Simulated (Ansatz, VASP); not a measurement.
## K4BeH2 in VASP and in Ansatz

```xyz
7
Lattice="2.7080 4.6905 0.0000 -2.7080 4.6905 0.0000 0.0000 -3.1270 8.1994" Properties=species:S:1:pos:R:3 pbc="T T T"
Be    0.0000    0.0000    0.0000
K     0.0000    3.1270    1.0532
K     0.0000    3.1270    7.1462
K     0.0000    0.0000    5.1245
K     0.0000    6.2540    3.0749
H     0.0000    0.0000    1.9642
H     0.0000    6.2540    6.2352
```

Alike in both runs: task single point; functional r2SCAN; k mesh 7 × 7 × 7; no spin polarisation.

```csv
,VASP,Ansatz
version,VASP 6.6.1,Ansatz 0.2.0
potentials or method,"VASP PAW PBE potentials, release 64 (Be, K_sv, H), cutoff 520 eV",PAW plane waves
occupations,"fermi-dirac, width 0.1 eV",fermi-dirac
valence electrons in the cell,40,40
```

Ansatz gave:

| Item | Value |
| --- | --- |
| pressure (GPa) | 0.5 |
| rms of the force components (eV/Å) | 0.190 |

Q: What did VASP give for the same quantities?

A: Pressure (GPa): 0.5; rms of the force components (eV/Å): 0.191.

VASP's potentials were made for PBE, not for r2SCAN. Ansatz's warnings: structure snapped to symmetry.
